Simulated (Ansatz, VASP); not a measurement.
## CaO: VASP beside Ansatz

```xyz
2
Lattice="0.0000 2.3756 2.3756 2.3756 0.0000 2.3756 2.3756 2.3756 0.0000" Properties=species:S:1:pos:R:3 pbc="T T T"
Ca    2.3756    2.3756    2.3756
O     0.0000    0.0000    0.0000
```

Alike in both runs: task single point; functional PBE; dispersion D3(BJ); k mesh 8 × 8 × 8; occupations gaussian, width 0.05 eV; no spin polarisation.

```csv
,VASP,Ansatz
version,VASP 6.6.1,Ansatz 0.2.0
potentials or method,"VASP PAW PBE potentials, release 64 (Ca_sv, O), cutoff 520 eV","scalar-relativistic, plane waves, PAW"
valence electrons in the cell,16,16
```

```tsv
	VASP	Ansatz	Ansatz less VASP
gap on the k mesh at the Fermi level (eV)	3.62	3.64	+0.022
least direct gap on the mesh (eV)	3.99	4.01	+0.020
pressure (GPa)	3.1	2.4	-0.68
```
